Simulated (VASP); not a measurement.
# Bi2Te3 in VASP: further runs

Runs on Bi2Te3. Level: PBE+D3(BJ). Tasks: single point.

All numbers are computed with VASP 6.6.1; they aren't measurements. Logs are shortened: lines on timing, memory, paths and dates and some standing lists are left out, and cuts for length are marked.

**1. The cell of the first run**

The cell holds a slab with vacuum, 5 atoms: a = 4.437 Å, b = 4.372 Å, c = 41.030 Å, α = 90.00°, β = 90.00°, γ = 120.49°.

**2. Single point, PBE+D3(BJ) (strain along x +0.020, then relaxed in part)**

INCAR reads:

```
PREC = Accurate
ENCUT = 520
EDIFF = 1E-6
ISMEAR = 0
SIGMA = 0.02
LREAL = F
LASPH = T
NELM = 60
ALGO = Normal
ISIF = 2
LWAVE = F
LCHARG = F
LDIPOL = T
IDIPOL = 3
DIPOL = 0.5 0.5 0.500
GGA = PE
IVDW = 12
NBANDS = 32
```

KPOINTS reads:

```
regular mesh
0
Gamma
  6 6 1
```

POSCAR reads:

```
Bi2Te3
1.0
    4.4367331989      0.0000000000      0.0000000000
   -2.2183665995      3.7669839805      0.0000000000
    0.0000000000      0.0000000000     41.0301607706
Te Bi
3 2
Direct
   -0.0048783081     -0.0097566163      0.4086270618
    0.6666666667      0.3333333333      0.5000000000
    0.3382116415      0.6764232830      0.5913729382
    0.3305150151      0.6610300301      0.4506292103
    0.0028183183      0.0056366366      0.5493707897
```

Potentials or basis: VASP PAW PBE potentials, release 64 (Te, Bi_d).

The run is started by

```console
$ cat potpaw_PBE.64/Te/POTCAR potpaw_PBE.64/Bi_d/POTCAR > POTCAR
$ mpirun -np 1 vasp_std > vasp.out
```

OUTCAR:

```text
PREC = Accurate
   ENCUT = 520
   EDIFF = 1E-6
   ISMEAR = 0
   LREAL = F
   LASPH = T
   NELM = 60
   ISIF = 2
   GGA = PE
   IVDW = 12
 IVDW          = 12

 ion  position               nearest neighbor table
   1  0.995  0.990  0.409-   4 3.06   4 3.07   4 3.07
   2  0.667  0.333  0.500-   4 3.24   5 3.24   5 3.25   4 3.25   5 3.25   4 3.25
   3  0.338  0.676  0.591-   5 3.06   5 3.07   5 3.07
   4  0.331  0.661  0.451-   1 3.06   1 3.07   1 3.07   2 3.24   2 3.25   2 3.25
   5  0.003  0.006  0.549-   3 3.06   3 3.07   3 3.07   2 3.24   2 3.25   2 3.25

  Warning from LATTYP: Monoclinic adjustment (A1->A3, A2->A1, A3->A2)!
  LATTYP: Found a base centered orthorhombic cell.
 ALAT       =     4.4367331989
 B/A-ratio  =     1.6980890270
 C/A-ratio  =     9.2478314407

  Lattice vectors:

 A1 = (   2.2183665995,  -3.7669839805,   0.0000000000)
 A2 = (   2.2183665994,   3.7669839805,   0.0000000000)
 A3 = (   0.0000000000,   0.0000000000,  41.0301607706)

Analysis of symmetry for initial positions (statically):
=====================================================================
 Subroutine PRICEL returns:
 Original cell was already a primitive cell.

 Routine SETGRP: Setting up the symmetry group for a
 base centered orthorhombic supercell.

 Subroutine GETGRP returns: Found  4 space group operations
 (whereof  2 operations were pure point group operations)
 out of a pool of  8 trial point group operations.

The static configuration has the point symmetry C_1h.
 The point group associated with its full space group is C_2h.

Analysis of symmetry for dynamics (positions and initial velocities):
=====================================================================
 Subroutine PRICEL returns:
 Original cell was already a primitive cell.

 Routine SETGRP: Setting up the symmetry group for a
 base centered orthorhombic supercell.

 Subroutine GETGRP returns: Found  4 space group operations
 (whereof  2 operations were pure point group operations)
 out of a pool of  8 trial point group operations.

The dynamic configuration has the point symmetry C_1h.
 The point group associated with its full space group is C_2h.

 Subroutine INISYM returns: Found  4 space group operations
 (whereof  2 operations are pure point group operations),
 and found     1 'primitive' translations

----------------------------------------------------------------------------------------

[... 93 lines left out ...]
   ISYM   =      2    0-nonsym 1-usesym 2-fastsym
   POTIM  = 0.5000    time-step for ionic-motion
   TEBEG  =    0.0;   TEEND  =   0.0 temperature during run
   PSTRESS=    0.0 pullay stress
   NELECT =      48.0000    total number of electrons
   NUPDOWN=      -1.0000    fix difference up-down
   EMIN   =  10.00;   EMAX   =-10.00  energy-range for DOS
   EFERMI =   0.00;   METHOD = LEGACY
   ISMEAR =     0;   SIGMA  =   0.02  broadening in eV -4-tet -1-fermi 0-gaus
   EFERMI_NEDOS =   21; number of points for ismear=-14 and -15
   IALGO  =     38    algorithm
   IMIX   =      4    mixing-type and parameters
     AMIX     =   0.40;   BMIX     =  1.00
     AMIX_MAG =   1.60;   BMIX_MAG =  1.00
  volume/ion in A,a.u.               =     137.15       925.52
  Fermi-wavevector in a.u.,A,eV,Ry     =   0.674686  1.274972  6.193391  0.455201
  Thomas-Fermi vector in A             =   1.751478
   LORBIT       =      0    0 simple, 1 ext, 2 COOP (PROOUT), +10 PAW based schemes
   GGA     = PE    functional components
   LHFCALC =     F    Hartree Fock is set to
   AEXX    =    0.0000 exact exchange contribution
   IVDW    =    12    specifies the selected vdW correction
   LEPSILON=     F    determine dielectric tensor
   LRPA    =     F    only Hartree local field effects (RPA)
 non-spin polarized calculation
 Gauss-broadening in eV      SIGMA  =   0.02
  energy-cutoff  :      520.00
  volume of cell :      685.74
 maximum number of plane-waves:     18532
 NGX is ok and might be reduce to    36
   NGX = 17   NGY = 17   NGZ =153

 dipolmoment           0.000000      0.000000      0.000000 electrons x Angstroem

 number of electron      48.0000004 magnetization

 dipolmoment           0.000000      0.000000     -0.000000 electrons x Angstroem

 Free energy of the ion-electron system (eV)
  ---------------------------------------------------
  ext. energy  EPLUGINS =         0.00000000
  ---------------------------------------------------
  free energy    TOTEN  =       -18.33210336 eV

  energy without entropy =      -18.33210336  energy(sigma->0) =      -18.33210336

 E-fermi :  -2.5865     XC(G=0):  -2.6853

 val. band max:       -2.7518588795   @ k =   0.0000   0.1667   0.0000
 cond. band min:      -1.7726418356   @ k =   0.0000   0.0000   0.0000
 fundamental gap:      0.9792170440
 Fermi energy:        -2.5864863623

 k-point     1 :       0.0000    0.0000    0.0000
  band No.  band energies     occupation
      1     -25.3633      2.00000
      2     -25.3618      2.00000
      3     -25.3605      2.00000
      4     -25.3592      2.00000
      5     -25.3545      2.00000
      6     -25.3532      2.00000
[... 444 lines left out ...]
     31       1.8215      0.00000
     32       3.1192      0.00000

------------------------ aborting loop because EDIFF is reached ----------------------------------------

 vacuum level on the upper side and lower side of the slab       (xc-potential included)        -0.242        -0.242

 Edisp (eV)   -1.75994

 E8    (eV) :    -0.8665

  FORCE on cell =-STRESS in cart. coord.  units (eV):
  Direction    XX          YY          ZZ          XY          YZ          ZX
  --------------------------------------------------------------------------------------
  -------------------------------------------------------------------------------------
  Total      -1.14934    -0.31225     0.00195     0.00000     0.02255    -0.00000
  in kB      -2.68534    -0.72955     0.00457     0.00000     0.05269    -0.00000
  external pressure =       -1.14 kB  Pullay stress =        0.00 kB

 VOLUME and BASIS-vectors are now :
 -----------------------------------------------------------------------------
  energy-cutoff  :      520.00
  volume of cell :      685.74
      direct lattice vectors                 reciprocal lattice vectors
     4.436733199  0.000000000  0.000000000     0.225391060  0.132732181  0.000000000
    -2.218366599  3.766983981  0.000000000     0.000000000  0.265464362  0.000000000
     0.000000000  0.000000000 41.030160771     0.000000000  0.000000000  0.024372315

 POSITION                                       TOTAL-FORCE (eV/Angst)
 -----------------------------------------------------------------------------------
      2.21837      3.73023     16.76603         0.000000     -0.003434     -0.008327
      2.21837      1.25566     20.51508         0.000000     -0.000000      0.000000
     -0.00000      2.54808     24.26413        -0.000000      0.003434      0.008327
      0.00000      2.49009     18.48939        -0.000000      0.000578      0.009986
     -0.00000      0.02123     22.54077         0.000000     -0.000578     -0.009986
 -----------------------------------------------------------------------------------
    total drift:                               -0.000000      0.000000     -0.000000

  FREE ENERGIE OF THE ION-ELECTRON SYSTEM (eV)
  ---------------------------------------------------
  free  energy   TOTEN  =       -20.0920389816 eV

  energy  without entropy=      -20.0920389816  energy(sigma->0) =      -20.09203898

 vacuum level on the upper side and lower side of the slab         2.483         2.483
```

stdout:

```text
POSCAR found type information on POSCAR TeBi
 POSCAR found :  2 types and       5 ions
 scaLAPACK will be used
 LDA part: xc-table for (Slater+PW92), standard interpolation
 POSCAR, INCAR and KPOINTS ok, starting setup
 FFT: planning ... GRIDC
 FFT: planning ... GRID_SOFT
 FFT: planning ... GRID
 WAVECAR not read
 entering main loop
```

Run time: 11 min. Hardware: 1 thread of Intel Xeon 6975P-C, shared host; peak memory 0.93 GiB.

What came out:

```
Free energy                : -20.0920 eV
Largest force              : 0.010 eV/Å
Band gap on the k mesh     : 0.98 eV, indirect (least direct gap 1.22 eV)
Dispersion energy per atom : -0.352 eV
```

Forces in eV/Å, atoms in the order of the input:
```
Te   0.000 -0.003 -0.008
Te   0.000  0.000  0.000
Te   0.000  0.003  0.008
Bi   0.000  0.001  0.010
Bi   0.000 -0.001 -0.010
```

Levels at points of the mesh, in eV from the valence-band top:
| k point | band 21 | band 22 | band 23 | band 24 | band 25 | band 26 | band 27 | band 28 |
| --- | --- | --- | --- | --- | --- | --- | --- | --- |
| (0.00, 0.00, 0.00) | -0.74 | -0.46 | -0.33 | -0.24 | 0.98 | 1.57 | 1.64 | 2.36 |
| (0.50, 0.00, 0.00) | -1.69 | -0.95 | -0.58 | -0.44 | 1.61 | 2.34 | 2.37 | 3.43 |
| (0.00, 0.50, 0.00) | -1.69 | -0.99 | -0.64 | -0.57 | 1.46 | 2.24 | 2.33 | 3.29 |

Caveat: the cell differs from its parent crystal (strain along x +0.020, then relaxed in part); spin-orbit coupling is left out, which moves the levels of the heavy elements.

**3. Single point, PBE+D3(BJ) (strain along y +0.020, then relaxed in part)**

INCAR reads:

```
  ALGO = Normal
  DIPOL = 0.5 0.5 0.500
  EDIFF = 1E-6
  ENCUT = 520
  GGA = PE
  IDIPOL = 3
  ISIF = 2
  ISMEAR = 0
  IVDW = 12
  LASPH = True
  LCHARG = False
  LDIPOL = True
  LREAL = False
  LWAVE = False
  NBANDS = 32
  NELM = 100
  PREC = Accurate
  SIGMA = 0.02
```

KPOINTS reads:

```
k-points
0
Gamma
  6 6 1
```

POSCAR reads:

```
Bi2Te3
1.0
    4.3497384303      0.0000000000      0.0000000000
   -2.1748692152      3.8423236601      0.0000000000
    0.0000000000      0.0000000000     41.0301607706
Te Bi
3 2
Direct
    0.0046608776      0.0093217551      0.4086287918
    0.6666666667      0.3333333333      0.5000000000
    0.3286724558      0.6573449116      0.5913712082
    0.3360398764      0.6720797529      0.4506299949
   -0.0027065431     -0.0054130862      0.5493700051
```

Potentials or basis: VASP PAW PBE potentials, release 64 (Te, Bi_d).

The run is started by

```console
$ cat potpaw_PBE.64/Te/POTCAR potpaw_PBE.64/Bi_d/POTCAR > POTCAR
$ mpirun -np 1 vasp_std > vasp.out
```

OUTCAR:

```text
EDIFF = 1E-6
   ENCUT = 520
   GGA = PE
   ISIF = 2
   ISMEAR = 0
   IVDW = 12
   LASPH = True
   LREAL = False
   NELM = 100
   PREC = Accurate
 IVDW          = 12

 ion  position               nearest neighbor table
   1  0.005  0.009  0.409-   4 3.06   4 3.06   4 3.07
   2  0.667  0.333  0.500-   4 3.24   5 3.24   5 3.24   4 3.24   4 3.25   5 3.25
   3  0.329  0.657  0.591-   5 3.06   5 3.06   5 3.07
   4  0.336  0.672  0.451-   1 3.06   1 3.06   1 3.07   2 3.24   2 3.24   2 3.25
[... 660 lines left out ...]
  -------------------------------------------------------------------------------------
  Total      -0.29007    -1.16705     0.00508     0.00000    -0.02645     0.00000
  in kB      -0.67774    -2.72671     0.01186     0.00000    -0.06181     0.00000
  external pressure =       -1.13 kB  Pullay stress =        0.00 kB

 VOLUME and BASIS-vectors are now :
 -----------------------------------------------------------------------------
  energy-cutoff  :      520.00
  volume of cell :      685.74
      direct lattice vectors                 reciprocal lattice vectors
     4.349738430  0.000000000  0.000000000     0.229898882  0.130129589  0.000000000
    -2.174869215  3.842323660  0.000000000     0.000000000  0.260259179  0.000000000
     0.000000000  0.000000000 41.030160771     0.000000000  0.000000000  0.024372315

 POSITION                                       TOTAL-FORCE (eV/Angst)
 -----------------------------------------------------------------------------------
      0.00000      0.03582     16.76611        -0.000000      0.003575     -0.008528
      2.17487      1.28077     20.51508         0.000000     -0.000000      0.000000
     -0.00000      2.52573     24.26406         0.000000     -0.003575      0.008528
     -0.00000      2.58235     18.48942         0.000000     -0.000361      0.010267
      2.17487      3.82152     22.54074        -0.000000      0.000361     -0.010267
 -----------------------------------------------------------------------------------
    total drift:                               -0.000022      0.000049      0.000004

  FREE ENERGIE OF THE ION-ELECTRON SYSTEM (eV)
  ---------------------------------------------------
  free  energy   TOTEN  =       -20.0919137816 eV

  energy  without entropy=      -20.0919137816  energy(sigma->0) =      -20.09191378

 vacuum level on the upper side and lower side of the slab         2.482         2.480
```

OSZICAR:

```text
N       E                     dE             d eps       ncg     rms          rms(c)
DAV:   1     0.358018761172E+03    0.35802E+03   -0.18852E+04  1096   0.110E+03
DAV:   2     0.169586433685E+02   -0.34106E+03   -0.33371E+03  1120   0.264E+02
DAV:   3    -0.171660881812E+02   -0.34125E+02   -0.33785E+02  1048   0.952E+01
DAV:   4    -0.186166861287E+02   -0.14506E+01   -0.14475E+01  1056   0.216E+01
DAV:   5    -0.186628955140E+02   -0.46209E-01   -0.46206E-01  1136   0.416E+00    0.634E+00
DAV:   6    -0.183244366861E+02    0.33846E+00   -0.42862E-01  1088   0.502E+00    0.476E+00
DAV:   7    -0.183369994238E+02   -0.12563E-01   -0.32039E-01  1024   0.272E+00    0.113E+00
DAV:   8    -0.183337130452E+02    0.32864E-02   -0.58388E-02   912   0.127E+00    0.644E-01
DAV:   9    -0.183316722368E+02    0.20408E-02   -0.62621E-03  1168   0.560E-01    0.484E-01
DAV:  10    -0.183320677273E+02   -0.39549E-03   -0.40444E-03   992   0.407E-01    0.145E-01
DAV:  11    -0.183318946919E+02    0.17304E-03   -0.46885E-04   968   0.174E-01    0.754E-02
DAV:  12    -0.183319140876E+02   -0.19396E-04   -0.13680E-04  1112   0.533E-02    0.618E-02
DAV:  13    -0.183319528415E+02   -0.38754E-04   -0.30946E-05   864   0.300E-02    0.282E-02
DAV:  14    -0.183319561318E+02   -0.32903E-05   -0.74121E-06   984   0.196E-02    0.944E-03
DAV:  15    -0.183319575938E+02   -0.14620E-05   -0.15522E-06   744   0.635E-03    0.100E-02
DAV:  16    -0.183319576679E+02   -0.74124E-07   -0.11283E-07   560   0.289E-03
   1 F= -.20091914E+02 E0= -.20091914E+02  d E =-.886331E-24
```

Run time: 9.1 min. Hardware: 1 thread of Intel Xeon 6975P-C, shared host; peak memory 0.9 GiB.

Results:

| Quantity | Value |
| --- | --- |
| Free energy | -20.0919 eV |
| Largest force | 0.010 eV/Å |
| Band gap on the k mesh | 0.98 eV, indirect (least direct gap 1.23 eV) |
| Dispersion energy per atom | -0.352 eV |

Forces on the atoms (eV/Å):
```
Te   0.000  0.004 -0.009
Te   0.000  0.000  0.000
Te   0.000 -0.004  0.009
Bi   0.000  0.000  0.010
Bi   0.000  0.000 -0.010
```

Caveat: the cell differs from its parent crystal (strain along y +0.020, then relaxed in part); spin-orbit coupling is left out, which moves the levels of the heavy elements.
